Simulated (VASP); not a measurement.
# Hg (P6_3/mmc) in VASP: notebook, part 2 of 2

VASP 6.6.1.

## (5) Single point, PBEsol

File INCAR:

```
SYSTEM = Hg
PREC = Accurate
ENCUT = 520
EDIFF = 1E-7
ISMEAR = 1
SIGMA = 0.05
LREAL = .FALSE.
LASPH = .TRUE.
NELM = 80
ALGO = Normal
ISIF = 2
LWAVE = .FALSE.
LCHARG = .FALSE.
GGA = PS
NBANDS = 32
```

File KPOINTS:

```
Automatic mesh
0
G
  9 9 3
  0 0 0
```

File POSCAR:

```
Hg
1.0
    3.4419410000      0.0000000000      0.0000000000
   -1.7209705000      2.9808083443      0.0000000000
    0.0000000000      0.0000000000     11.0623310000
Hg
4
Direct
    0.0000000000      0.0000000000      0.0000000000
    0.0000000000      0.0000000000      0.5000000000
    0.3333333333      0.6666666667      0.2500000000
    0.6666666667      0.3333333333      0.7500000000
```

Potentials or basis: VASP PAW PBE potentials, release 64 (Hg).

Command:

```
$ cat potpaw_PBE.64/Hg/POTCAR > POTCAR
$ mpirun -np 1 vasp_std > vasp.out
```

OUTCAR:

```text
SYSTEM = Hg
   PREC = Accurate
   ENCUT = 520
   EDIFF = 1E-7
   ISMEAR = 1
   LREAL = .FALSE.
   LASPH = .TRUE.
   NELM = 80
   ISIF = 2
   GGA = PS

 ion  position               nearest neighbor table
   1  0.000  0.000  0.000-   3 3.41   4 3.41   3 3.41   4 3.41   4 3.41   3 3.41
   2  0.000  0.000  0.500-   3 3.41   4 3.41   3 3.41   4 3.41   4 3.41   3 3.41
   3  0.333  0.667  0.250-   1 3.41   2 3.41   1 3.41   2 3.41   1 3.41   2 3.41
   4  0.667  0.333  0.750-   1 3.41   2 3.41   1 3.41   2 3.41   1 3.41   2 3.41

  LATTYP: Found a hexagonal cell.
 ALAT       =     3.4419410000
 C/A-ratio  =     3.2139804256

  Lattice vectors:

 A1 = (   3.4419410000,   0.0000000000,   0.0000000000)
 A2 = (  -1.7209705000,   2.9808083443,   0.0000000000)
 A3 = (   0.0000000000,   0.0000000000,  11.0623310000)

Analysis of symmetry for initial positions (statically):
=====================================================================
 Subroutine PRICEL returns:
 Original cell was already a primitive cell.

 Routine SETGRP: Setting up the symmetry group for a
 hexagonal supercell.

[... 170 lines left out ...]
  energy without entropy =       -1.99570904  energy(sigma->0) =       -1.99576099

 E-fermi :   0.7891     XC(G=0): -10.0570

 val. band max:        0.7670809787   @ k =   0.1111   0.0000   0.0000
 cond. band min:       0.8235040510   @ k =   0.2222   0.2222   0.0000
 fundamental gap:      0.0564230723
 Fermi energy:         0.7890557982

 k-point     1 :       0.0000    0.0000    0.0000
  band No.  band energies     occupation
      1      -6.4711      2.00000
      2      -5.8238      2.00000
      3      -5.6923      2.00000
      4      -5.6810      2.00000
      5      -5.2067      2.00000
      6      -5.2067      2.00000
[... 829 lines left out ...]
     31       5.3522      0.00000
     32       5.3522      0.00000

------------------------ aborting loop because EDIFF is reached ----------------------------------------

  FORCE on cell =-STRESS in cart. coord.  units (eV):
  Direction    XX          YY          ZZ          XY          YZ          ZX
  --------------------------------------------------------------------------------------
  -------------------------------------------------------------------------------------
  Total       -1.7526227     -1.7526227     -1.8484586      0.0000000      0.0000000      0.0000000
  in kB      -24.7408660    -24.7408660    -26.0937312      0.0000000      0.0000000      0.0000000
  external PRESSURE =     -25.1918211 kB  Pullay stress =       0.0000000 kB

 VOLUME and BASIS-vectors are now :
 -----------------------------------------------------------------------------
  energy-cutoff  :      520.00
  volume of cell :      113.50
      direct lattice vectors                 reciprocal lattice vectors
     3.441941000  0.000000000  0.000000000     0.290533742  0.167739734  0.000000000
    -1.720970500  2.980808344  0.000000000     0.000000000  0.335479469  0.000000000
     0.000000000  0.000000000 11.062331000     0.000000000  0.000000000  0.090396861

 POSITION                                       TOTAL-FORCE (eV/Angst)
 -----------------------------------------------------------------------------------
      0.00000      0.00000      0.00000        -0.000000      0.000000      0.000000
      0.00000      0.00000      5.53117        -0.000000      0.000000      0.000000
     -0.00000      1.98721      2.76558         0.000000      0.000000     -0.000000
      1.72097      0.99360      8.29675         0.000000      0.000000      0.000000
 -----------------------------------------------------------------------------------
    total drift:                                0.000000     -0.000000      0.000000

  FREE ENERGIE OF THE ION-ELECTRON SYSTEM (eV)
  ---------------------------------------------------
  free  energy   TOTEN  =        -1.9957869624 eV

  energy  without entropy=       -1.9957090421  energy(sigma->0) =       -1.99576099
```

OSZICAR:

```text
N       E                     dE             d eps       ncg     rms          rms(c)
DAV:   1     0.381490735988E+03    0.38149E+03   -0.23771E+04  1536   0.142E+03
DAV:   2     0.102999472407E+02   -0.37119E+03   -0.34768E+03  1560   0.368E+02
DAV:   3    -0.203383394860E+01   -0.12334E+02   -0.12135E+02  1784   0.713E+01
DAV:   4    -0.210315310798E+01   -0.69319E-01   -0.69300E-01  1632   0.410E+00
DAV:   5    -0.210328394988E+01   -0.13084E-03   -0.13084E-03  1848   0.198E-01    0.384E+00
DAV:   6    -0.200282136856E+01    0.10046E+00   -0.27182E-01  1624   0.417E+00    0.320E+00
DAV:   7    -0.199607575868E+01    0.67456E-02   -0.31126E-02  1624   0.113E+00    0.173E+00
DAV:   8    -0.199574215530E+01    0.33360E-03   -0.31891E-03  1648   0.520E-01    0.104E-01
DAV:   9    -0.199575319446E+01   -0.11039E-04   -0.10927E-04  1872   0.838E-02    0.270E-02
DAV:  10    -0.199578723191E+01   -0.34037E-04   -0.32213E-05  1640   0.431E-02    0.521E-03
DAV:  11    -0.199578692537E+01    0.30654E-06   -0.18476E-07  1440   0.216E-03    0.120E-03
DAV:  12    -0.199578696237E+01   -0.36999E-07   -0.31970E-08   992   0.107E-03
   1 F= -.19957870E+01 E0= -.19957610E+01  d E =-.779202E-04
```

It took 58 s on 1 thread of Intel Xeon Platinum 8488C (Sapphire Rapids), shared host; peak memory 0.27 GiB.

Results:

```yaml
Free_energy: -1.9958 eV
Pressure: -2.5 GPa
Band_gap_on_the_k_mesh: zero (band 24 reaches 0.82 eV, above the bottom of band 25 at 0.38 eV)
```

Stress tensor (GPa, compression positive):
```
-2.47  0.00  0.00
 0.00 -2.47  0.00
 0.00  0.00 -2.61
```

Levels at points of the mesh, in eV from the Fermi level:
| k point | band 21 | band 22 | band 23 | band 24 | band 25 | band 26 | band 27 | band 28 |
| --- | --- | --- | --- | --- | --- | --- | --- | --- |
| (0.00, 0.00, 0.00) | -5.38 | -5.19 | -5.19 | -1.34 | -0.41 | 6.43 | 6.44 | 11.24 |

Caveat: the PAW data sets were made with another functional, which shifts forces and pressure a little; spin-orbit coupling is left out, which moves the levels of the heavy elements.

## (6) Overview

| smearing | gap on the mesh (eV) | pressure (GPa) |
| --- | --- | --- |
| methfessel-paxton 0.3 eV | none | -2.5 |
| methfessel-paxton 0.2 eV | none | -2.5 |
| methfessel-paxton 0.1 eV | none | -2.5 |
| methfessel-paxton 0.05 eV | none | -2.5 |

Alike in all rows: task single point; level PBEsol; potentials or basis VASP PAW PBE potentials, release 64 (Hg); no spin polarisation; cell as given; k mesh 9 × 9 × 3; cutoff (eV) 520.

Every run on the cell as given and a fine mesh finds a metal.

Caveats: the PAW data sets were made with another functional, which shifts forces and pressure a little; spin-orbit coupling is left out, which moves the levels of the heavy elements.

Total energies depend on the potentials used, so only differences within one code and one set of settings carry meaning.
